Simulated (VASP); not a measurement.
A run of VASP 6.6.1 is set up as follows.

INCAR

```
ALGO = Fast
EDIFF = 1E-6
ENCUT = 520
GGA = PS
ISIF = 2
ISMEAR = 0
LASPH = T
LCHARG = F
LREAL = F
LWAVE = F
NBANDS = 22
NELM = 100
PREC = Accurate
SIGMA = 0.15
```

Contents of KPOINTS:

```
k-points
0
Gamma
  30 30 16
```

File POSCAR:

```
Rh
1.0
    2.8963531469      0.0000000000      0.0000000000
   -1.4481765735      2.5083154036      0.0000000000
    0.0000000000      0.0000000000      3.7306365548
Rh
2
Direct
    0.6666666667      0.3333333333      0.7500000000
    0.3333333333      0.6666666667      0.2500000000
```

Potentials or basis: VASP PAW PBE potentials, release 64 (Rh_pv).

Run with:

```console
$ cat potpaw_PBE.64/Rh_pv/POTCAR > POTCAR
$ mpirun -np 1 vasp_std > vasp.out
```

Task: What does it give for the band gap on the k mesh?

Result: Zero (bands 15 and 16 overlap by 1.30 eV).

Task: Predict the pressure.

Result: 14.6 GPa.

Stress tensor (GPa, compression positive):
```
-1.02  0.00  0.00
 0.00 -1.02  0.00
 0.00  0.00 45.93
```

Caveat: the cell stands under pressure; the PAW data sets were made with another functional, which shifts forces and pressure a little.
